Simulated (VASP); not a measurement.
Set up this calculation in VASP 6.6.1, as the native input.

* Task: single point
* Functional: revPBE
* Potentials or basis: VASP PAW PBE potentials, release 64 (Cd)
* Cutoff: 520 eV
* k mesh: 9 × 9 × 9
* Occupations: fermi-dirac, width 0.1 eV
* Spin: no spin polarisation
* Dipole correction: no
* Further INCAR settings: ALGO = Normal; EDIFF = 1e-06; NBANDS = 19

The structure of Cd lies in POSCAR:

```
Cd
1.0
    0.0000000000      3.3887185276      3.3887185276
    3.3887185276      0.0000000000      3.3887185276
    3.3887185276      3.3887185276      0.0000000000
Cd
2
Direct
    0.1250000000      0.1250000000      0.1250000000
    0.8750000000      0.8750000000      0.8750000000
```

This cell differs from its parent crystal: volume scaled by 0.96.

One way to write it, as run:

INCAR

```
SYSTEM = Cd
PREC = Accurate
ENCUT = 520
EDIFF = 1E-6
ISMEAR = -1
SIGMA = 0.1
LREAL = .FALSE.
LASPH = .TRUE.
NELM = 80
ALGO = Normal
ISIF = 2
LWAVE = .FALSE.
LCHARG = .TRUE.
GGA = RE
LELF = .TRUE.
LVHAR = .TRUE.
NBANDS = 19
```

KPOINTS

```
regular mesh
0
G
  9 9 9
  0 0 0
```

Potentials or basis: VASP PAW PBE potentials, release 64 (Cd).

The run is started by

```bash
$ cat potpaw_PBE.64/Cd/POTCAR > POTCAR
$ mpirun -np 1 vasp_std > vasp.out
```

Results of the run:

```
Pressure               : 0.6 GPa
Band gap on the k mesh : zero (band 12 reaches 4.18 eV, above the bottom of band 13 at -0.22 eV)
```

Caveat: the PAW data sets were made with another functional, which shifts forces and pressure a little.

Wall time 40 s on 1 thread of Intel(R) Xeon(R) Platinum 8175M CPU @ 2.50GHz (Skylake/Cascade Lake), on a shared host, peak memory 0.21 GiB.
